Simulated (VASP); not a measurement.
# GaAs (F-43m) in VASP: vibrations by perturbation theory with PBE

Aim: the vibrations by perturbation theory of GaAs with PBE.

Program: VASP 6.6.1. These are calculated values, not measurements. Logs are shortened: lines on timing, memory, paths and dates and some standing lists are left out, and cuts for length are marked.

## (1) The cell of the first run

It takes space group F-43m (No. 216, cubic). Conventional cell: a = 5.550 Å, b = 5.550 Å, c = 5.550 Å, α = 90.00°, β = 90.00°, γ = 90.00°. Within 3.2 Å of Ga (site symmetry -43m) lie 4 As at 2.40 Å. As (site symmetry -43m) has 4 Ga at 2.40 Å within 3.2 Å.

## (2) Vibrations by perturbation theory, PBE

File INCAR:

```
SYSTEM = GaAs
ALGO = Normal
EDIFF = 1E-8
ENCUT = 520
GGA = PE
IBRION = 8
ISIF = 2
ISMEAR = 0
LASPH = .TRUE.
LCHARG = .TRUE.
LREAL = .FALSE.
LWAVE = .FALSE.
NELM = 80
NSW = 1
PREC = Accurate
SIGMA = 0.01
```

File KPOINTS:

```
k-points
0
G
  6 6 6
  0 0 0
```

File POSCAR:

```
GaAs
1.0
    0.0000000000      2.7750000000      2.7750000000
    2.7750000000      0.0000000000      2.7750000000
    2.7750000000      2.7750000000      0.0000000000
Ga As
1 1
Direct
    0.0000000000      0.0000000000      0.0000000000
    0.2500000000      0.2500000000      0.2500000000
```

Potentials or basis: VASP PAW PBE potentials, release 64 (Ga_d, As).

Launch:

```
> cat potpaw_PBE.64/Ga_d/POTCAR potpaw_PBE.64/As/POTCAR > POTCAR
> mpirun -np 1 vasp_std > vasp.out
```

OUTCAR:

```text
SYSTEM = GaAs
   EDIFF = 1E-8
   ENCUT = 520
   GGA = PE
   IBRION = 8
   ISIF = 2
   ISMEAR = 0
   LASPH = .TRUE.
   LREAL = .FALSE.
   NELM = 80
   NSW = 1
   PREC = Accurate

 ion  position               nearest neighbor table
   1  0.000  0.000  0.000-   2 2.40   2 2.40   2 2.40   2 2.40
   2  0.250  0.250  0.250-   1 2.40   1 2.40   1 2.40   1 2.40

  LATTYP: Found a face centered cubic cell.
 ALAT       =     5.5500000000

  Lattice vectors:

 A1 = (   0.0000000000,   2.7750000000,   2.7750000000)
 A2 = (   2.7750000000,   0.0000000000,   2.7750000000)
 A3 = (   2.7750000000,   2.7750000000,   0.0000000000)

Analysis of symmetry for initial positions (statically):
=====================================================================
 Subroutine PRICEL returns:
 Original cell was already a primitive cell.

 Routine SETGRP: Setting up the symmetry group for a
 face centered cubic supercell.

 Subroutine GETGRP returns: Found 24 space group operations
 (whereof 24 operations were pure point group operations)
 out of a pool of 48 trial point group operations.

The static configuration has the point symmetry T_d .

Analysis of symmetry for dynamics (positions and initial velocities):
=====================================================================
 Subroutine PRICEL returns:
 Original cell was already a primitive cell.

 Routine SETGRP: Setting up the symmetry group for a
 face centered cubic supercell.

 Subroutine GETGRP returns: Found 24 space group operations
 (whereof 24 operations were pure point group operations)
 out of a pool of 48 trial point group operations.

The dynamic configuration has the point symmetry T_d .

 Subroutine INISYM returns: Found 24 space group operations
 (whereof 24 operations are pure point group operations),
 and found     1 'primitive' translations

----------------------------------------------------------------------------------------

                                     Primitive cell

  volume of cell :      42.7385

  direct lattice vectors                    reciprocal lattice vectors
     0.000000000  2.775000000  2.775000000    -0.180180180  0.180180180  0.180180180
     2.775000000  0.000000000  2.775000000     0.180180180 -0.180180180  0.180180180
     2.775000000  2.775000000  0.000000000     0.180180180  0.180180180 -0.180180180

  length of vectors
     3.924442636  3.924442636  3.924442636     0.312081227  0.312081227  0.312081227

  position of ions in fractional coordinates (direct lattice)
     0.000000000  0.000000000  0.000000000
     0.250000000  0.250000000  0.250000000

  ion indices of the primitive-cell ions
   primitive index   ion index
                 1           1
                 2           2

----------------------------------------------------------------------------------------

 KPOINTS: k-points

Automatic generation of k-mesh.
 Grid dimensions read from file:
 generate k-points for:    6    6    6

 Generating k-lattice:

  Cartesian coordinates                     Fractional coordinates (reciprocal lattice)
    -0.030030030  0.030030030  0.030030030     0.166666667  0.000000000  0.000000000
     0.030030030 -0.030030030  0.030030030     0.000000000  0.166666667  0.000000000
     0.030030030  0.030030030 -0.030030030     0.000000000  0.000000000  0.166666667

  Length of vectors
     0.052013538  0.052013538  0.052013538

  Shift w.r.t. Gamma in fractional coordinates (k-lattice)
     0.000000000  0.000000000  0.000000000

[... 71 lines left out ...]
   LRPA    =     F    only Hartree local field effects (RPA)
 non-spin polarized calculation
 Gauss-broadening in eV      SIGMA  =   0.01
  energy-cutoff  :      520.00
  volume of cell :       42.74
 maximum number of plane-waves:      1167
 NGX is ok and might be reduce to    30
   NGX = 15   NGY = 15   NGZ = 15

--------------------------------------- Ionic step        1  -------------------------------------------

 number of electron      18.0000012 magnetization

 Free energy of the ion-electron system (eV)
  ---------------------------------------------------
  ext. energy  EPLUGINS =         0.00000000
  ---------------------------------------------------
  free energy    TOTEN  =        -8.13935922 eV

  energy without entropy =       -8.13935922  energy(sigma->0) =       -8.13935922

 E-fermi :   4.5361     XC(G=0):  -9.8358

 val. band max:        4.4791480016   @ k =   0.0000   0.0000   0.0000
 cond. band min:       5.4250500749   @ k =   0.0000   0.0000   0.0000
 fundamental gap:      0.9459020733
 Fermi energy:         4.5361397106

 k-point     1 :       0.0000    0.0000    0.0000
  band No.  band energies     occupation
      1     -10.4496      2.00000
      2     -10.4496      2.00000
      3     -10.4496      2.00000
      4     -10.3559      2.00000
      5     -10.3559      2.00000
      6      -8.6619      2.00000
      7       4.4791      2.00000
      8       4.4791      2.00000
      9       4.4791      2.00000
     10       5.4251      0.00000
     11       8.2115      0.00000
     12       8.2115      0.00000
     13       8.2115      0.00000
[... 228 lines left out ...]
      2     -10.4062      2.00000
      3     -10.3961      2.00000
      4     -10.3742      2.00000
      5     -10.3477      2.00000
      6      -5.8472      2.00000
      7      -2.4624      2.00000
      8       0.8750      2.00000
      9       1.0171      2.00000
     10       7.7438      0.00000
     11       8.0148      0.00000
     12      11.8137      0.00000
     13      12.0885      0.00000

------------------------ aborting loop because EDIFF is reached ----------------------------------------

  FORCE on cell =-STRESS in cart. coord.  units (eV):
  Direction    XX          YY          ZZ          XY          YZ          ZX
  --------------------------------------------------------------------------------------
  -------------------------------------------------------------------------------------
  Total        2.2098422      2.2098422      2.2098422      0.0000000      0.0000000      0.0000000
  in kB       82.8424426     82.8424426     82.8424426      0.0000000      0.0000000      0.0000000
  external PRESSURE =      82.8424426 kB  Pullay stress =       0.0000000 kB

 VOLUME and BASIS-vectors are now :
 -----------------------------------------------------------------------------
  energy-cutoff  :      520.00
  volume of cell :       42.74
      direct lattice vectors                 reciprocal lattice vectors
     0.000000000  2.775000000  2.775000000    -0.180180180  0.180180180  0.180180180
     2.775000000  0.000000000  2.775000000     0.180180180 -0.180180180  0.180180180
     2.775000000  2.775000000  0.000000000     0.180180180  0.180180180 -0.180180180

 POSITION                                       TOTAL-FORCE (eV/Angst)
 -----------------------------------------------------------------------------------
      0.00000      0.00000      0.00000         0.000000     -0.000000     -0.000000
      1.38750      1.38750      1.38750        -0.000000      0.000000      0.000000
 -----------------------------------------------------------------------------------
    total drift:                                0.000001      0.000001      0.000001

  FREE ENERGIE OF THE ION-ELECTRON SYSTEM (eV)
  ---------------------------------------------------
  free  energy   TOTEN  =        -8.1393592165 eV

  energy  without entropy=       -8.1393592165  energy(sigma->0) =       -8.13935922

[... ionic steps 2 to 3 ...]

--------------------------------------- Ionic step        4  -------------------------------------------

------------------------ aborting loop because EDIFF is reached ----------------------------------------

[... ionic steps 5 to 6 ...]

--------------------------------------- Ionic step        7  -------------------------------------------

 Free energy of the ion-electron system (eV)
  ---------------------------------------------------
  ---------------------------------------------------
  free energy    TOTEN  =        -0.04390645 eV

  energy without entropy =       -0.04390645

------------------------ aborting loop because EDIFF is reached ----------------------------------------

 INTERNAL STRAIN TENSOR  FOR ION    2  DIRECTION 1   (eV/Angst):
 -----------------------------------------------------------------------------
     0.01881  0.00000  0.00000
     0.00000 -0.00741 -9.82728
     0.00000 -9.82728 -0.00741

 INTERNAL STRAIN TENSOR FOR ION    2 for displacements in x,y,z  (eV/Angst):
          X           Y           Z          XY          YZ          ZX
  --------------------------------------------------------------------------------
  x     0.00000     0.00000     0.00000     0.00000    -9.82728     0.00000
  y     0.00000    -0.00000     0.00000     0.00000     0.00000    -9.82728
  z     0.00000     0.00000     0.00000    -9.82728     0.00000     0.00000

 SECOND DERIVATIVES (NOT SYMMETRIZED)
 ------------------------------------
               1X          1Y          1Z          2X          2Y          2Z
  1X   -10.949047    0.000000    0.000000   10.949047    0.000000    0.000000
  1Y     0.000000  -10.949047    0.000000    0.000000   10.949047    0.000000
  1Z     0.000000    0.000000  -10.949047    0.000000    0.000000   10.949047
  2X    10.937283    0.000000    0.000000  -10.937283    0.000000    0.000000
  2Y     0.000000   10.937283    0.000000    0.000000  -10.937283    0.000000
  2Z     0.000000    0.000000   10.937283    0.000000    0.000000  -10.937283

 Eigenvectors and eigenvalues of the dynamical matrix
 ----------------------------------------------------

   1 f  =    8.605684 THz    54.071108 2PiTHz  287.054725 cm-1    35.590234 meV
             X         Y         Z           dx          dy          dz
      0.000000  0.000000  0.000000     0.000000    0.719889    0.000000
      1.387500  1.387500  1.387500     0.000000   -0.694089    0.000000
[... 21 lines left out ...]
   6 f/i=    0.002311 THz     0.014522 2PiTHz    0.077096 cm-1     0.009559 meV
             X         Y         Z           dx          dy          dz
      0.000000  0.000000  0.000000     0.000000    0.000000   -0.694089
      1.387500  1.387500  1.387500     0.000000    0.000000   -0.719889

--------------------------------------------------------------------------------------------------------

 ELASTIC MODULI CONTR FROM IONIC RELAXATION (kBar)
 Direction    XX          YY          ZZ          XY          YZ          ZX
 --------------------------------------------------------------------------------
 XX          -0.0000     -0.0000      0.0000     -0.0000      0.0000     -0.0000
 YY          -0.0000     -0.0000     -0.0000     -0.0000     -0.0000     -0.0000
 ZZ           0.0000     -0.0000     -0.0000      0.0000     -0.0000     -0.0000
 XY          -0.0000     -0.0000      0.0000   -327.7778      0.0000     -0.0000
 YZ           0.0000     -0.0000     -0.0000      0.0000   -327.7778      0.0000
 ZX          -0.0000     -0.0000     -0.0000     -0.0000      0.0000   -327.7778
 --------------------------------------------------------------------------------
```

It took 3.6 min on 1 thread of AMD EPYC 7R43 (Zen 3), shared host; peak memory 0.19 GiB.

What came out:

```
Highest phonon frequency at Γ, LO-TO splitting left out : 287 cm⁻¹
```

Phonon frequencies in cm⁻¹ (negative: imaginary):
```tsv
q point	frequencies
(0.000, 0.000, 0.000)	0 0 0 287 287 287
```

Caveat: the cell wasn't relaxed at this level first, which shifts response properties.
